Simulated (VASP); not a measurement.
Input of a VASP 6.6.1 run:

The input INCAR:

```
ALGO = Normal ; EDIFF = 1E-7
ENCUT = 520 ; GGA = PE
ISIF = 2 ; ISMEAR = -1
LASPH = T ; LCHARG = F
LREAL = F ; LWAVE = F
NBANDS = 15 ; NELM = 60
PREC = Accurate ; SIGMA = 0.02
```

File KPOINTS:

```
k-points
0
Gamma
  6 6 6
```

POSCAR

```
MgI2
1.0
    0.0000000000      3.5679345566      3.7597102482
    3.5679345566      0.0000000000      3.7597102482
    3.5679345566      3.5679345566      0.0000000000
Mg I
1 2
Direct
    0.0000000000      0.0000000000      0.0000000000
    0.2500000000      0.2500000000      0.2500000000
    0.7500000000      0.7500000000      0.7500000000
```

Potentials or basis: VASP PAW PBE potentials, release 64 (Mg, I).

The run is started by

```sh
$ cat potpaw_PBE.64/Mg/POTCAR potpaw_PBE.64/I/POTCAR > POTCAR
$ mpirun -np 1 vasp_std > vasp.out
```

**Question.** Predict the band gap on the k mesh.

**Answer.** 0.49 eV, direct.

**Question.** Estimate the pressure.

**Answer.** 4.1 GPa.

Stress tensor (GPa, compression positive):
```
6.03 0.00 0.00
0.00 6.03 0.00
0.00 0.00 0.30
```

Caveat: the cell differs from its parent crystal (epitaxial xy strain -5.0%); spin-orbit coupling is left out, which moves the levels of the heavy elements. A k mesh can miss the band edges.
